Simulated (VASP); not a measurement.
Set up this calculation in VASP 6.6.1, as the native input.

```yaml
Task: single point
Functional: r2SCAN
Potentials_or_basis: VASP PAW PBE potentials, release 64 (Zn, S)
Cutoff: 520 eV
k_mesh: 9 × 9 × 6
Occupations: gaussian, width 0.01 eV
Spin: no spin polarisation
Dipole_correction: no
Further_INCAR_settings: ALGO = Normal; EDIFF = 1e-06; NBANDS = 26
```

ZnS:

```
Zn S
1.0
     3.78224    0.00000    0.00000
    -1.89112    3.27551    0.00000
     0.00000    0.00000    6.20818
Zn S
2 2
Direct
  0.33333 0.66667 0.93750
  0.66667 0.33333 0.43750
  0.33333 0.66667 0.43750
  0.66667 0.33333 0.93750
```

The input as run:

POSCAR

```
ZnS
1.0
    3.7822379936      0.0000000000      0.0000000000
   -1.8911189968      3.2755141856      0.0000000000
    0.0000000000      0.0000000000      6.2081825480
Zn S
2 2
Direct
    0.3333333333      0.6666666667     -0.0625000000
    0.6666666667      0.3333333333      0.4375000000
    0.3333333333      0.6666666667      0.4375000000
    0.6666666667      0.3333333333      0.9375000000
```

INCAR.step1

```
PREC = Accurate ; ENCUT = 520
ISMEAR = 0 ; SIGMA = 0.01
LREAL = F ; LASPH = T
NELM = 100 ; NBANDS = 26
GGA = PE ; ALGO = Normal
EDIFF = 1E-4 ; LWAVE = T
LCHARG = F
```

INCAR.step2

```
PREC = Accurate ; ENCUT = 520
EDIFF = 1E-6 ; ISMEAR = 0
SIGMA = 0.01 ; LREAL = F
LASPH = T ; NELM = 100
ALGO = Normal ; ISIF = 2
LWAVE = F ; LCHARG = T
METAGGA = R2SCAN ; LMIXTAU = T
LELF = T ; LVHAR = T
NBANDS = 26 ; ISTART = 1
```

KPOINTS

```
regular mesh
0
Gamma
  9 9 6
```

Potentials or basis: VASP PAW PBE potentials, release 64 (Zn, S).

Run with:

```bash
$ cat potpaw_PBE.64/Zn/POTCAR potpaw_PBE.64/S/POTCAR > POTCAR
$ cp INCAR.step1 INCAR
$ mpirun -np 1 vasp_std > vasp.out
$ cp INCAR.step2 INCAR
$ mpirun -np 1 vasp_std > vasp.out
```

It gave:

```json
{
  "Pressure": "7.8 GPa",
  "Band gap on the k mesh": "3.17 eV"
}
```

Caveat: the cell stands under pressure; the PAW data sets were made with another functional, which shifts forces and pressure a little; an odd mesh through Γ misses points on the zone boundary, where band edges can lie.

It took 3.8 min on 1 thread of Intel(R) Xeon(R) Platinum 8259CL CPU @ 2.50GHz (Skylake/Cascade Lake), with other jobs on the host, peak memory 0.25 GiB.
